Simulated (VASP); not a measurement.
# ZrB (Fm-3m) in VASP: single point with r2SCAN

Aim: the single point of ZrB with r2SCAN.

Program: VASP 6.6.1. These are calculated values, not measurements. Logs are shortened: lines on timing, memory, paths and dates and some standing lists are left out, and cuts for length are marked.

## 1. The cell of the first run

The structure is cubic, space group Fm-3m (No. 225). Conventional cell: a = 4.650 Å, b = 4.650 Å, c = 4.650 Å, α = 90.00°, β = 90.00°, γ = 90.00°. Zr (site symmetry m-3m) has 6 B at 2.33 Å within 3.1 Å. Within 3.1 Å of B (site symmetry m-3m) lie 6 Zr at 2.33 Å.

## 2. Single point, r2SCAN

Input file POSCAR:

```
ZrB
1.0
    0.0000000000      2.3250000000      2.3250000000
    2.3250000000      0.0000000000      2.3250000000
    2.3250000000      2.3250000000      0.0000000000
Zr B
1 1
Direct
    0.0000000000      0.0000000000      0.0000000000
    0.5000000000      0.5000000000      0.5000000000
```

Input file INCAR.step1:

```
SYSTEM = ZrB
ALGO     = Normal         ! electronic algorithm
EDIFF    = 1E-4           ! SCF threshold, eV
ENCUT    = 520            ! plane-wave cutoff, eV
GGA      = PE             ! functional
ISMEAR   = 0              ! smearing method
LASPH    = .TRUE.         ! aspherical terms in the spheres
LCHARG   = .FALSE.        ! write CHGCAR
LREAL    = .FALSE.        ! projectors in reciprocal space
LWAVE    = .TRUE.         ! write WAVECAR
NBANDS   = 14             ! bands
NELM     = 100            ! most SCF steps
PREC     = Accurate       ! precision mode
SIGMA    = 0.15           ! smearing width, eV
```

Input file INCAR.step2:

```
SYSTEM = ZrB
ALGO     = Normal         ! electronic algorithm
EDIFF    = 1E-7           ! SCF threshold, eV
ENCUT    = 520            ! plane-wave cutoff, eV
ISIF     = 2              ! what is computed and relaxed
ISMEAR   = 0              ! smearing method
ISTART   = 1            
LASPH    = .TRUE.         ! aspherical terms in the spheres
LCHARG   = .FALSE.        ! write CHGCAR
LMIXTAU  = .TRUE.       
LREAL    = .FALSE.        ! projectors in reciprocal space
LWAVE    = .FALSE.        ! write WAVECAR
METAGGA  = R2SCAN         ! meta-GGA
NBANDS   = 14             ! bands
NELM     = 100            ! most SCF steps
PREC     = Accurate       ! precision mode
SIGMA    = 0.15           ! smearing width, eV
```

Input file KPOINTS:

```
k-points
0
G
  18 18 18
  0 0 0
```

Potentials or basis: VASP PAW PBE potentials, release 64 (Zr_sv, B).

Started as:

```sh
$ cat potpaw_PBE.64/Zr_sv/POTCAR potpaw_PBE.64/B/POTCAR > POTCAR
$ cp INCAR.step1 INCAR
$ mpirun -np 1 vasp_std > vasp.out
$ cp INCAR.step2 INCAR
$ mpirun -np 1 vasp_std > vasp.out
```

OUTCAR:

```text
SYSTEM = ZrB
   EDIFF = 1E-7
   ENCUT = 520
   ISIF = 2
   ISMEAR = 0
   ISTART = 1
   LASPH = .TRUE.
   LREAL = .FALSE.
   METAGGA = R2SCAN
   NELM = 100
   PREC = Accurate

 ion  position               nearest neighbor table
   1  0.000  0.000  0.000-   2 2.33   2 2.33   2 2.33   2 2.33   2 2.33   2 2.33
   2  0.500  0.500  0.500-   1 2.33   1 2.33   1 2.33   1 2.33   1 2.33   1 2.33

  LATTYP: Found a face centered cubic cell.
 ALAT       =     4.6500000000

  Lattice vectors:

 A1 = (   0.0000000000,   2.3250000000,   2.3250000000)
 A2 = (   2.3250000000,   0.0000000000,   2.3250000000)
 A3 = (   2.3250000000,   2.3250000000,   0.0000000000)

Analysis of symmetry for initial positions (statically):
=====================================================================
 Subroutine PRICEL returns:
 Original cell was already a primitive cell.

 Routine SETGRP: Setting up the symmetry group for a
 face centered cubic supercell.

 Subroutine GETGRP returns: Found 48 space group operations
 (whereof 48 operations were pure point group operations)
 out of a pool of 48 trial point group operations.

The static configuration has the point symmetry O_h .

Analysis of symmetry for dynamics (positions and initial velocities):
=====================================================================
 Subroutine PRICEL returns:
 Original cell was already a primitive cell.

 Routine SETGRP: Setting up the symmetry group for a
 face centered cubic supercell.

 Subroutine GETGRP returns: Found 48 space group operations
 (whereof 48 operations were pure point group operations)
 out of a pool of 48 trial point group operations.

The dynamic configuration has the point symmetry O_h .

 Subroutine INISYM returns: Found 48 space group operations
 (whereof 48 operations are pure point group operations),
 and found     1 'primitive' translations

----------------------------------------------------------------------------------------

                                     Primitive cell

  volume of cell :      25.1362

  direct lattice vectors                    reciprocal lattice vectors
     0.000000000  2.325000000  2.325000000    -0.215053763  0.215053763  0.215053763
     2.325000000  0.000000000  2.325000000     0.215053763 -0.215053763  0.215053763
     2.325000000  2.325000000  0.000000000     0.215053763  0.215053763 -0.215053763

  length of vectors
     3.288046533  3.288046533  3.288046533     0.372484045  0.372484045  0.372484045

  position of ions in fractional coordinates (direct lattice)
     0.000000000  0.000000000  0.000000000
     0.500000000  0.500000000  0.500000000

  ion indices of the primitive-cell ions
   primitive index   ion index
                 1           1
                 2           2

----------------------------------------------------------------------------------------

 KPOINTS: k-points

Automatic generation of k-mesh.
 Grid dimensions read from file:
 generate k-points for:   18   18   18

 Generating k-lattice:

  Cartesian coordinates                     Fractional coordinates (reciprocal lattice)
    -0.011947431  0.011947431  0.011947431     0.055555556  0.000000000  0.000000000
     0.011947431 -0.011947431  0.011947431     0.000000000  0.055555556  0.000000000
     0.011947431  0.011947431 -0.011947431     0.000000000  0.000000000  0.055555556

  Length of vectors
     0.020693558  0.020693558  0.020693558

  Shift w.r.t. Gamma in fractional coordinates (k-lattice)
     0.000000000  0.000000000  0.000000000

 Subroutine IBZKPT returns following result:
 ===========================================

 Found    195 irreducible k-points:

 Following reciprocal coordinates:
            Coordinates               Weight
  0.000000  0.000000  0.000000      1.000000
  0.055556  0.000000  0.000000      8.000000
  0.111111  0.000000  0.000000      8.000000
  0.166667  0.000000  0.000000      8.000000
  0.222222  0.000000  0.000000      8.000000
  0.277778  0.000000  0.000000      8.000000
[... 16 lines left out ...]
 -0.277778  0.055556  0.000000     24.000000
 -0.222222  0.055556  0.000000     24.000000
 [... further k-points ...]
   k-points           NKPTS =    195   k-points in BZ     NKDIM =    195   number of bands    NBANDS=     14
   number of dos      NEDOS =    301   number of ions     NIONS =      2
   total plane-waves  NPLWV =  13824
   dimension x,y,z NGX =    24 NGY =   24 NGZ =   24
   dimension x,y,z NGXF=    48 NGYF=   48 NGZF=   48
   ions per type =               1   1
   NGX,Y,Z   is equivalent  to a cutoff of  12.13, 12.13, 12.13 a.u.
   NGXF,Y,Z  is equivalent  to a cutoff of  24.27, 24.27, 24.27 a.u.
 SYSTEM =  ZrB
   PREC   = accura    normal or accurate (medium, high low for compatibility)
   ISTART =      1    job   : 0-new  1-cont  2-samecut
   ICHARG =      0    charge: 1-file 2-atom 10-const
   ISPIN  =      1    spin polarized calculation?
   LNONCOLLINEAR =      F non collinear calculations
   LSORBIT =      F    spin-orbit coupling
   LASPH  =      T    aspherical Exc in radial PAW
   ENCUT  =  520.0 eV  38.22 Ry    6.18 a.u.   6.11  6.11  6.11*2*pi/ulx,y,z
   NELM   =    100;   NELMIN=  2; NELMDL=  0     # of ELM steps
   EDIFF  = 0.1E-06   stopping-criterion for ELM
   LREAL  =      F    real-space projection
   EDIFFG = 0.1E-05   stopping-criterion for IOM
   NSW    =      0    number of steps for IOM
   IBRION =     -1    ionic relax: 0-MD 1-quasi-New 2-CG
   NFREE  =      0    steps in history (QN), initial steepest desc. (CG)
   ISIF   =      2    stress and relaxation
   ISYM   =      2    0-nonsym 1-usesym 2-fastsym
   POTIM  = 0.5000    time-step for ionic-motion
   TEBEG  =    0.0;   TEEND  =   0.0 temperature during run
   PSTRESS=    0.0 pullay stress
   NELECT =      15.0000    total number of electrons
   NUPDOWN=      -1.0000    fix difference up-down
   EMIN   =  10.00;   EMAX   =-10.00  energy-range for DOS
   EFERMI =   0.00;   METHOD = LEGACY
   ISMEAR =     0;   SIGMA  =   0.15  broadening in eV -4-tet -1-fermi 0-gaus
   EFERMI_NEDOS =   21; number of points for ismear=-14 and -15
   IALGO  =     38    algorithm
   IMIX   =      4    mixing-type and parameters
     AMIX     =   0.40;   BMIX     =  1.00
     AMIX_MAG =   1.60;   BMIX_MAG =  1.00
  volume/ion in A,a.u.               =      12.57        84.81
  Fermi-wavevector in a.u.,A,eV,Ry     =   1.378285  2.604581 25.846565  1.899669
  Thomas-Fermi vector in A             =   2.503360
   LORBIT       =      0    0 simple, 1 ext, 2 COOP (PROOUT), +10 PAW based schemes
   METAGGA = R2SCAN    functional components
   LHFCALC =     F    Hartree Fock is set to
   AEXX    =    0.0000 exact exchange contribution
   IVDW    =     0    specifies the selected vdW correction
   LEPSILON=     F    determine dielectric tensor
   LRPA    =     F    only Hartree local field effects (RPA)
 non-spin polarized calculation
 Gauss-broadening in eV      SIGMA  =   0.15
  energy-cutoff  :      520.00
  volume of cell :       25.14
 maximum number of plane-waves:       700
   NGX = 13   NGY = 13   NGZ = 13

 number of electron      15.0000000 magnetization

 Free energy of the ion-electron system (eV)
  ---------------------------------------------------
  ext. energy  EPLUGINS =         0.00000000
  ---------------------------------------------------
  free energy    TOTEN  =       -30.53347564 eV

  energy without entropy =      -30.52257419  energy(sigma->0) =      -30.52802491

 E-fermi :   9.0020     XC(G=0): -13.1420

 val. band max:        8.9948040077   @ k =  -0.3889   0.3333   0.0000
 cond. band min:       9.0022453595   @ k =  -0.1667   0.0556   0.0000
 fundamental gap:      0.0074413518
 Fermi energy:         9.0020352906

 k-point     1 :       0.0000    0.0000    0.0000
  band No.  band energies     occupation
      1     -39.3944      2.00000
      2     -16.4256      2.00000
      3     -16.4256      2.00000
      4     -16.4256      2.00000
      5       0.0923      2.00000
      6      11.1916      0.00000
      7      11.1916      0.00000
      8      11.1916      0.00000
      9      12.8868      0.00000
     10      12.8868      0.00000
     11      13.0161      0.00000
     12      13.0161      0.00000
     13      13.0161      0.00000
     14      20.6497      0.00000

 k-point     2 :       0.0556    0.0000    0.0000
  band No.  band energies     occupation
      1     -39.3905      2.00000
      2     -16.4587      2.00000
      3     -16.4284      2.00000
      4     -16.4284      2.00000
      5       0.1819      2.00000
      6      10.8727      0.00000
      7      11.1424      0.00000
      8      11.1424      0.00000
      9      12.0443      0.00000
     10      12.0443      0.00000
     11      13.1915      0.00000
     12      14.0830      0.00000
     13      14.0830      0.00000
     14      20.8727      0.00000

 k-point     3 :       0.1111    0.0000    0.0000
  band No.  band energies     occupation
      1     -39.3793      2.00000
      2     -16.5532      2.00000
      3     -16.4368      2.00000
      4     -16.4368      2.00000
      5       0.4437      2.00000
      6      10.1723      0.00000
      7      10.6380      0.00000
      8      10.6380      0.00000
      9      11.8316      0.00000
     10      11.8316      0.00000
     11      13.5011      0.00000
     12      15.3205      0.00000
     13      15.3205      0.00000
     14      21.5000      0.00000

 k-point     4 :       0.1667    0.0000    0.0000
  band No.  band energies     occupation
      1     -39.3621      2.00000
      2     -16.6950      2.00000
      3     -16.4494      2.00000
      4     -16.4494      2.00000
      5       0.8577      2.00000
      6       9.3512      0.00100
      7       9.8758      0.00000
      8       9.8758      0.00000
      9      12.1277      0.00000
     10      12.1277      0.00000
     11      13.7842      0.00000
     12      16.6335      0.00000
     13      16.6335      0.00000
     14      22.3752      0.00000

 k-point     5 :       0.2222    0.0000    0.0000
  band No.  band energies     occupation
      1     -39.3410      2.00000
      2     -16.8645      2.00000
      3     -16.4649      2.00000
      4     -16.4649      2.00000
      5       1.3941      2.00000
      6       8.5139      2.00000
      7       9.1749      0.10309
      8       9.1749      0.10308
      9      12.6090      0.00000
     10      12.6090      0.00000
     11      14.0581      0.00000
[... 276 lines left out ...]
 k-point    22 :      -0.3333    0.0556    0.0000
  band No.  band energies     occupation
      1     -39.2885      2.00000
      2     -17.2406      2.00000
      3     -16.5375      2.00000
      4     -16.4914      2.00000
      5       2.9655      2.00000
      6       6.6122      2.00000
      7       7.9128      2.00000
      8       8.1339      2.00000
      9      13.7696      0.00000
     10      14.2569      0.00000
     11      15.3115      0.00000
     12      20.2433      0.00000
     13      20.6494      0.00000
     14      21.7540      0.00000

 k-point    23 :      -0.2778    0.0556    0.0000
  band No.  band energies     occupation
      1     -39.3086      2.00000
      2     -17.0931      2.00000
      3     -16.5247      2.00000
      4     -16.4736      2.00000
      5       2.2902      2.00000
      6       7.3619      2.00000
      7       8.2871      2.00000
      8       8.5466      1.99998
      9      13.0940      0.00000
     10      13.7166      0.00000
     11      14.7860      0.00000
     12      19.0346      0.00000
     13      20.5317      0.00000
     14      21.8809      0.00000

 k-point    24 :      -0.2222    0.0556    0.0000
  band No.  band energies     occupation
      1     -39.3308      2.00000
      2     -16.9253      2.00000
      3     -16.5076      2.00000
      4     -16.4564      2.00000
      5       1.6540      2.00000
      6       8.1606      2.00000
      7       8.7925      1.95177
      8       9.0523      0.63565
      9      12.4776      0.00000
     10      13.1934      0.00000
     11      14.3830      0.00000
     12      17.7340      0.00000
     13      19.1923      0.00000
     14      22.8195      0.00000

 [... further k-points ...]

------------------------ aborting loop because EDIFF is reached ----------------------------------------

  FORCE on cell =-STRESS in cart. coord.  units (eV):
  Direction    XX          YY          ZZ          XY          YZ          ZX
  --------------------------------------------------------------------------------------
  -------------------------------------------------------------------------------------
  Total        5.7715529      5.7715529      5.7715529      0.0000000      0.0000000      0.0000000
  in kB      367.8784927    367.8784927    367.8784927      0.0000000      0.0000000      0.0000000
  external PRESSURE =     367.8784927 kB  Pullay stress =       0.0000000 kB

 VOLUME and BASIS-vectors are now :
 -----------------------------------------------------------------------------
  energy-cutoff  :      520.00
  volume of cell :       25.14
      direct lattice vectors                 reciprocal lattice vectors
     0.000000000  2.325000000  2.325000000    -0.215053763  0.215053763  0.215053763
     2.325000000  0.000000000  2.325000000     0.215053763 -0.215053763  0.215053763
     2.325000000  2.325000000  0.000000000     0.215053763  0.215053763 -0.215053763

 POSITION                                       TOTAL-FORCE (eV/Angst)
 -----------------------------------------------------------------------------------
      0.00000      0.00000      0.00000        -0.000000     -0.000000      0.000000
      2.32500      2.32500      2.32500         0.000000      0.000000      0.000000
 -----------------------------------------------------------------------------------
    total drift:                                0.000000     -0.000000     -0.000000

  FREE ENERGIE OF THE ION-ELECTRON SYSTEM (eV)
  ---------------------------------------------------
  free  energy   TOTEN  =       -30.5334756387 eV

  energy  without entropy=      -30.5225741884  energy(sigma->0) =      -30.52802491
```

It took 2.3 min on 1 thread of Intel Xeon Platinum 8259CL at 2.50GHz (Skylake/Cascade Lake), shared host; peak memory 0.2 GiB.

Results:

| Quantity | Value |
| --- | --- |
| Free energy | -30.5335 eV |
| Pressure | 36.8 GPa |
| Band gap on the k mesh | zero (an odd number of electrons rules out a gap without spin polarisation) |

Levels at points of the mesh, in eV from the Fermi level:
```tsv
k point	band 4	band 5	band 6	band 7	band 8	band 9	band 10	band 11	band 12	band 13
(0.00, 0.00, 0.00)	-25.43	-8.91	2.19	2.19	2.19	3.88	3.88	4.01	4.01	4.01
(0.50, 0.00, 0.00)	-25.52	-4.38	-4.04	-1.49	-1.49	6.18	6.18	7.89	8.61	14.13
(0.50, 0.50, 0.00)	-25.77	-7.02	-1.07	-0.41	2.66	2.66	5.70	7.39	7.39	11.26
```

Caveat: the cell stands under pressure; the PAW data sets were made with another functional, which shifts forces and pressure a little.
